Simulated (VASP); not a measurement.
# Ni (Fm-3m) in VASP: relaxation of cell and atoms with LDA

Aim: the relaxation of cell and atoms of Ni with LDA.

Everything below comes from runs of VASP 6.6.1. Logs are shortened: lines on timing, memory, paths and dates and some standing lists are left out, and cuts for length are marked.

### 1 The cell of the first run

The structure is cubic, space group Fm-3m (No. 225). Conventional cell: a = 3.425 Å, b = 3.425 Å, c = 3.425 Å, α = 90.00°, β = 90.00°, γ = 90.00°. Ni (site symmetry m-3m) has 12 Ni at 2.42 Å within 3.2 Å.

### 2 Relaxation of cell and atoms, LDA, collinear spin, ferromagnetic start

File INCAR:

```
SYSTEM = Ni
  PREC = Accurate
  ENCUT = 600
  EDIFF = 1E-6
  ISMEAR = 0
  SIGMA = 0.1
  LREAL = .False.
  LASPH = .True.
  NELM = 150
  ALGO = Normal
  ISIF = 3
  LWAVE = .False.
  LCHARG = .False.
  ISPIN = 2
  MAGMOM = 0.78
  LORBIT = 11
  LMAXMIX = 4
  IBRION = 2
  NSW = 100
  EDIFFG = -0.005
```

File KPOINTS:

```
Automatic mesh
0
Gamma
  20 20 20
  0 0 0
```

File POSCAR:

```
Ni
1.0
    0.0000000000      1.7122918576      1.7122918576
    1.7122918576      0.0000000000      1.7122918576
    1.7122918576      1.7122918576      0.0000000000
Ni
1
Direct
    0.0000000000      0.0000000000      0.0000000000
```

Potentials or basis: VASP PAW LDA potentials, release 64 (Ni).

Command:

```
$ cat potpaw_LDA.64/Ni/POTCAR > POTCAR
$ mpirun -np 1 vasp_std > vasp.out
```

OUTCAR:

```text
SYSTEM = Ni
   PREC = Accurate
   ENCUT = 600
   EDIFF = 1E-6
   ISMEAR = 0
   LREAL = .False.
   LASPH = .True.
   NELM = 150
   ISIF = 3
   ISPIN = 2
   LORBIT = 11
   IBRION = 2
   NSW = 100
   EDIFFG = -0.005

 ion  position               nearest neighbor table
   1  0.000  0.000  0.000-

  LATTYP: Found a face centered cubic cell.
 ALAT       =     3.4245837152

  Lattice vectors:

 A1 = (   0.0000000000,   1.7122918576,   1.7122918576)
 A2 = (   1.7122918576,   0.0000000000,   1.7122918576)
 A3 = (   1.7122918576,   1.7122918576,   0.0000000000)

Analysis of symmetry for initial positions (statically):
=====================================================================
 Subroutine PRICEL returns:
 Original cell was already a primitive cell.

 Routine SETGRP: Setting up the symmetry group for a
 face centered cubic supercell.

 Subroutine GETGRP returns: Found 48 space group operations
 (whereof 48 operations were pure point group operations)
 out of a pool of 48 trial point group operations.

The static configuration has the point symmetry O_h .

Analysis of symmetry for dynamics (positions and initial velocities):
=====================================================================
 Subroutine PRICEL returns:
 Original cell was already a primitive cell.

 Routine SETGRP: Setting up the symmetry group for a
 face centered cubic supercell.

 Subroutine GETGRP returns: Found 48 space group operations
 (whereof 48 operations were pure point group operations)
 out of a pool of 48 trial point group operations.

The dynamic configuration has the point symmetry O_h .

Analysis of structural, dynamic, and magnetic symmetry:
=====================================================================
 Subroutine PRICEL returns:
 Original cell was already a primitive cell.

 Routine SETGRP: Setting up the symmetry group for a
 face centered cubic supercell.

 Subroutine GETGRP returns: Found 48 space group operations
 (whereof 48 operations were pure point group operations)
 out of a pool of 48 trial point group operations.

The overall configuration has the point symmetry O_h .

 Subroutine INISYM returns: Found 48 space group operations
 (whereof 48 operations are pure point group operations),
 and found     1 'primitive' translations

----------------------------------------------------------------------------------------

                                     Primitive cell

  volume of cell :      10.0407

  direct lattice vectors                    reciprocal lattice vectors
     0.000000000  1.712291858  1.712291858    -0.292006294  0.292006294  0.292006294
     1.712291858  0.000000000  1.712291858     0.292006294 -0.292006294  0.292006294
[... 105 lines left out ...]
  Fermi-wavevector in a.u.,A,eV,Ry     =   1.634884  3.089483 36.366290  2.672847
  Thomas-Fermi vector in A             =   2.726449
   LORBIT       =     11    0 simple, 1 ext, 2 COOP (PROOUT), +10 PAW based schemes
   GGA     = CA    functional components
   LHFCALC =     F    Hartree Fock is set to
   AEXX    =    0.0000 exact exchange contribution
   IVDW    =     0    specifies the selected vdW correction
   LEPSILON=     F    determine dielectric tensor
   LRPA    =     F    only Hartree local field effects (RPA)
 conjugate gradient relaxation of ions
 spin polarized calculation
 Gauss-broadening in eV      SIGMA  =   0.10
  energy-cutoff  :      600.00
  volume of cell :       10.04
 maximum number of plane-waves:       344
   NGX =  9   NGY =  9   NGZ =  9

--------------------------------------- Ionic step        1  -------------------------------------------

 number of electron      10.0000000 magnetization       0.7800000

 number of electron       9.9999993 magnetization       0.5997623

 Free energy of the ion-electron system (eV)
  ---------------------------------------------------
  ext. energy  EPLUGINS =         0.00000000
  ---------------------------------------------------
  free energy    TOTEN  =        -6.58293041 eV

  energy without entropy =       -6.57428337  energy(sigma->0) =       -6.57860689

------------------------ aborting loop because EDIFF is reached ----------------------------------------

  FORCE on cell =-STRESS in cart. coord.  units (eV):
  Direction    XX          YY          ZZ          XY          YZ          ZX
  --------------------------------------------------------------------------------------
  -------------------------------------------------------------------------------------
  Total       -0.0247114     -0.0247114     -0.0247114      0.0000000      0.0000000     -0.0000000
  in kB       -3.9431688     -3.9431688     -3.9431688      0.0000000      0.0000000     -0.0000000
  external PRESSURE =      -3.9431688 kB  Pullay stress =       0.0000000 kB
[... 57 lines left out ...]
--------------------------------------- Ionic step        3  -------------------------------------------

 number of electron       9.9999993 magnetization       0.5997464

 Free energy of the ion-electron system (eV)
  ---------------------------------------------------
  ext. energy  EPLUGINS =         0.00000000
  ---------------------------------------------------
  free energy    TOTEN  =        -6.58294574 eV

  energy without entropy =       -6.57430633  energy(sigma->0) =       -6.57862604

 E-fermi :  10.2412     XC(G=0): -14.1040

 val. band max:       10.2385375372   @ k =   0.4500   0.1500   0.0500
 cond. band min:      10.2440075441   @ k =   0.5000   0.3500   0.1000
 fundamental gap:      0.0054700069
 Fermi energy:        10.2411652401

 spin component 1

 k-point     1 :       0.0000    0.0000    0.0000
  band No.  band energies     occupation
      1       0.6769      1.00000
      2       7.6706      1.00000
      3       7.6706      1.00000
      4       7.6706      1.00000
      5       8.9667      1.00000
      6       8.9667      1.00000
      7      34.7052      0.00000
      8      39.1145      0.00000
      9      39.1145      0.00000
[... 265 lines left out ...]
 k-point    24 :      -0.3500    0.0500    0.0000
  band No.  band energies     occupation
      1       4.6523      1.00000
      2       7.7401      1.00000
      3       7.8014      1.00000
      4       7.9173      1.00000
      5       9.3752      1.00000
      6       9.7636      1.00000
      7      20.1035      0.00000
      8      32.8650      0.00000
      9      35.4403      0.00000

 [... further k-points ...]

 spin component 2

 k-point     1 :       0.0000    0.0000    0.0000
  band No.  band energies     occupation
      1       0.7249      1.00000
      2       8.2829      1.00000
      3       8.2829      1.00000
      4       8.2829      1.00000
      5       9.5327      1.00000
      6       9.5327      1.00000
      7      34.6961      0.00000
      8      39.1640      0.00000
      9      39.1640      0.00000
[... 304 lines left out ...]
  FREE ENERGIE OF THE ION-ELECTRON SYSTEM (eV)
  ---------------------------------------------------
  free  energy   TOTEN  =        -6.5829457400 eV

  energy  without entropy=       -6.5743063315  energy(sigma->0) =       -6.57862604

 reached required accuracy - stopping structural energy minimisation

 total charge

# of ion       s       p       d       tot
------------------------------------------
    1        0.536   0.573   8.367   9.477

 magnetization (x)

# of ion       s       p       d       tot
------------------------------------------
    1       -0.005  -0.019   0.623   0.600
```

Run time: 2.7 min. Hardware: 1 thread of Intel Xeon 8259CL, shared host; peak memory 0.17 GiB.

Results:

| Item | Value |
| --- | --- |
| Free energy | -6.5829 eV |
| Relaxed volume | 10.03 Å³/atom |
| Relaxed cell | a = 2.420 Å, b = 2.420 Å, c = 2.420 Å, α = 60.00°, β = 60.00°, γ = 60.00° |
| Space group after relaxing (to 0.1 Å) | Fm-3m (No. 225) |
| Energy gained by relaxing | 0.0 meV/atom |
| Ionic steps | 3 |
| Pressure after relaxing | 0.0 GPa |
| Net moment | 0.60 μB per cell |
| Site moments | Ni +0.60 μB |
| Valence electrons inside the program's atomic spheres | Ni 9.48 |

Final structure:
```
CELL_PARAMETERS angstrom
0.00000 1.71146 1.71146
1.71146 0.00000 1.71146
1.71146 1.71146 0.00000
ATOMIC_POSITIONS crystal
Ni 0.00000 0.00000 0.00000
```
